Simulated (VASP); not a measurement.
Set up this calculation in VASP 6.6.1, as the native input.

| Property | Result |
| --- | --- |
| Task | single point |
| Functional | PBEsol |
| Potentials or basis | VASP PAW PBE potentials, release 64 (Bi_d, Te) |
| Cutoff | 500 eV |
| k mesh | 16 × 16 × 16 |
| Occupations | gaussian, width 0.15 eV |
| Spin | no spin polarisation |
| Dipole correction | no |
| Further INCAR settings | ALGO = Normal; EDIFF = 1e-06; NBANDS = 18 |

The structure of BiTe lies in POSCAR:

```
BiTe
1.0
    0.0000000000      3.1971538277      3.1971538277
    3.1971538277      0.0000000000      3.1971538277
    3.1971538277      3.1971538277      0.0000000000
Bi Te
1 1
Direct
   -0.0214849382      0.0214849382     -0.0214849382
    0.5351875468      0.4648124532      0.5351875468
```

This cell differs from its parent crystal: atoms displaced along a vibrational mode.

One way to write it, as run:

INCAR

```
PREC = Accurate
ENCUT = 500
EDIFF = 1E-6
ISMEAR = 0
SIGMA = 0.15
LREAL = False
LASPH = True
NELM = 120
ALGO = Normal
ISIF = 2
LWAVE = False
LCHARG = False
GGA = PS
NBANDS = 18
GGA_COMPAT = False
```

KPOINTS

```
regular mesh
0
Gamma
  16 16 16
```

Potentials or basis: VASP PAW PBE potentials, release 64 (Bi_d, Te).

Launch:

```sh
$ cat potpaw_PBE.64/Bi_d/POTCAR potpaw_PBE.64/Te/POTCAR > POTCAR
$ mpirun -np 1 vasp_std > vasp.out
```

Results of the run:

```
Pressure               : 2.7 GPa
Largest force          : 1.318 eV/Å
Band gap on the k mesh : zero (an odd number of electrons rules out a gap without spin polarisation)
```

Caveat: the cell differs from its parent crystal (atoms displaced along a vibrational mode); the PAW data sets were made with another functional, which shifts forces and pressure a little; spin-orbit coupling is left out, which moves the levels of the heavy elements.

Run time: 5.6 min on 1 thread of Intel(R) Xeon(R) Platinum 8259CL CPU @ 2.50GHz (Skylake/Cascade Lake) (shared host), peak memory 0.51 GiB.
